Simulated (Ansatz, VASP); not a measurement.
CdF2 in VASP and in Ansatz

```
Cd F
1.0
     0.00000    2.63799    2.63799
     2.63799    0.00000    2.63799
     2.63799    2.63799    0.00000
Cd F
1 2
Direct
  0.00000 0.00000 0.00000
  0.25000 0.25000 0.25000
  0.75000 0.75000 0.75000
```

Alike in both runs: task single point; functional PBE; dispersion D3(BJ); k mesh 8 × 8 × 8; occupations gaussian, width 0.02 eV; no spin polarisation.

|  | VASP | Ansatz |
| --- | --- | --- |
| version | VASP 6.6.1 | Ansatz 0.2.0 |
| potentials or method | VASP PAW PBE potentials, release 64 (Cd, F), cutoff 520 eV | scalar-relativistic, plane waves, PAW |
| valence electrons in the cell | 26 | 34 |

|  | VASP | Ansatz | Ansatz less VASP |
| --- | --- | --- | --- |
| gap on the k mesh at the Fermi level (eV) | 3.29 | 3.33 | +0.037 |
| least direct gap on the mesh (eV) | 3.70 | 3.74 | +0.036 |
| pressure (GPa) | 12.8 | 11.7 | -1.11 |

VASP's potentials hold 26 valence electrons a cell and Ansatz's 34, so a difference there can come from the potentials and not from the codes.
